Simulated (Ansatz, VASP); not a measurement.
## One calculation of SiO2, two programs

```
Si O
1.0
    -1.67141    1.67141    3.27153
     1.67141   -1.67141    3.27153
     1.67141    1.67141   -3.27153
Si O
1 2
Direct
  0.50000 0.50000 0.00000
  0.00000 0.50000 0.50000
  0.50000 0.00000 0.50000
```

Alike in both runs: functional PBE; k mesh 20 × 20 × 20; occupations gaussian, width 0.1 eV; no spin polarisation.

Ansatz relaxed the structure, and its values are those at the end. VASP's run is a single point on that final structure, the one shown.

|  | VASP | Ansatz |
| --- | --- | --- |
| version | VASP 6.6.1 | Ansatz 0.2.0 |
| potentials or method | VASP PAW PBE potentials, release 64 (Si, O), cutoff 520 eV | scalar-relativistic, plane waves, PAW |
| valence electrons in the cell | 16 | 16 |

Ansatz gave:

| Item | Value |
| --- | --- |
| gap on the k mesh at the Fermi level (eV) | none |
| pressure (GPa) | 0.0 |

Which values does VASP return?

gap on the k mesh at the Fermi level (eV): none; pressure (GPa): 0.2.

A gap of «none» marks a metal or a gap that the smearing closes.
